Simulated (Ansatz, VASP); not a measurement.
## SnSe2 in VASP and in Ansatz

```
Sn Se
1.0
     3.77274    0.00000    0.00000
    -1.88637    3.26729    0.00000
     0.00000    0.00000    5.23015
Sn Se
1 2
Direct
  0.00000 0.00000 0.00000
  0.33333 0.66667 0.26513
  0.66667 0.33333 0.73487
```

Alike in both runs: task single point; functional PBE; dispersion D3(BJ); k mesh 12 × 12 × 6; occupations gaussian, width 0.03 eV; no spin polarisation.

|  | VASP | Ansatz |
| --- | --- | --- |
| version | VASP 6.6.1 | Ansatz 0.2.0 |
| potentials or method | VASP PAW PBE potentials, release 64 (Sn_d, Se), cutoff 500 eV | scalar-relativistic, plane waves, PAW |
| valence electrons in the cell | 26 | 46 |

VASP gave:

```
gap on the k mesh at the Fermi level (eV)                     : none
pressure (GPa)                                                : 17.5
traceless stress, the component that is largest in VASP (GPa) : 3.32
rms of the force components (eV/Å)                            : 1.051
```

Estimate Ansatz's values.

gap on the k mesh at the Fermi level (eV): none; pressure (GPa): 17.3; traceless stress, the component that is largest in VASP (GPa): 3.36; rms of the force components (eV/Å): 1.039.

Atom by atom the forces differ by 0.012 eV/Å (rms over components). A gap of «none» marks a metal or a gap that the smearing closes. VASP's potentials hold 26 valence electrons a cell and Ansatz's 46, so a difference there can come from the potentials and not from the codes.
